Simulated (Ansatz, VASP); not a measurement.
WC: VASP beside Ansatz

The input POSCAR:

```
WC
1.0
    0.0000000000      2.1926840000      2.1926840000
    2.1926840000      0.0000000000      2.1926840000
    2.1926840000      2.1926840000      0.0000000000
W C
1 1
Direct
   -0.0564348017      0.0000000000      0.0000000000
    0.5000000000      0.5000000000      0.5000000000
```

File INCAR.step1:

```
SYSTEM = WC
  ALGO = Normal
  EDIFF = 1E-4
  ENCUT = 520
  GGA = PE
  ISMEAR = 0
  LASPH = .TRUE.
  LCHARG = .FALSE.
  LREAL = .FALSE.
  LWAVE = .TRUE.
  NBANDS = 16
  NELM = 80
  PREC = Accurate
  SIGMA = 0.15
```

The input INCAR.step2:

```
SYSTEM = WC
  ALGO = Normal
  EDIFF = 1E-6
  ENCUT = 520
  ISIF = 2
  ISMEAR = 0
  ISTART = 1
  LASPH = .TRUE.
  LCHARG = .FALSE.
  LMIXTAU = .TRUE.
  LREAL = .FALSE.
  LWAVE = .FALSE.
  METAGGA = R2SCAN
  NBANDS = 16
  NELM = 80
  PREC = Accurate
  SIGMA = 0.15
```

Contents of KPOINTS:

```
k-points
0
G
  18 18 18
  0 0 0
```

Input for Ansatz:

```yaml
crystal:
  lattice:
    - [0.0, 2.192684, 2.192684]
    - [2.192684, 0.0, 2.192684]
    - [2.192684, 2.192684, 0.0]
  atoms:
    - { symbol: W, position: [-0.0564348017, 0.0, 0.0] }
    - { symbol: C, position: [0.5, 0.5, 0.5] }
basis:
  ecutwfc: 500
kpoints:
  mp_grid: { grid: [18, 18, 18] }
hamiltonian:
  xc: r2scan
scf:
  occupations: { method: gaussian, width: 0.15 }
output:
  forces: true
  stress: true
  eigenvalues: true
```

Change from the starting cell: all W atoms moved +0.175 Å, as atom 1 towards its neighbour atom 1 (W) at 3.101 Å.

Alike in both runs: task single point; functional r2SCAN; k mesh 18 × 18 × 18; occupations gaussian, width 0.15 eV; no spin polarisation.

|  | VASP | Ansatz |
| --- | --- | --- |
| version | VASP 6.6.1 | Ansatz 0.2.0 |
| potentials or method | VASP PAW PBE potentials, release 64 (W_sv, C), cutoff 520 eV | scalar-relativistic, plane waves, PAW |
| valence electrons in the cell | 18 | 18 |

```tsv
	VASP	Ansatz	Ansatz less VASP
gap on the k mesh at the Fermi level (eV)	none	none	-
pressure (GPa)	1.3	-0.4	-1.72
traceless stress, the component that is largest in VASP (GPa)	-5.16	-5.00	+0.156
rms of the force components (eV/Å)	0.708	0.700	-0.0083
```

VASP's potentials were made for PBE, not for r2SCAN. Atom by atom the forces differ by 0.008 eV/Å (rms over components). A gap of «none» marks a metal or a gap that the smearing closes.

Neither program's run includes spin-orbit coupling.
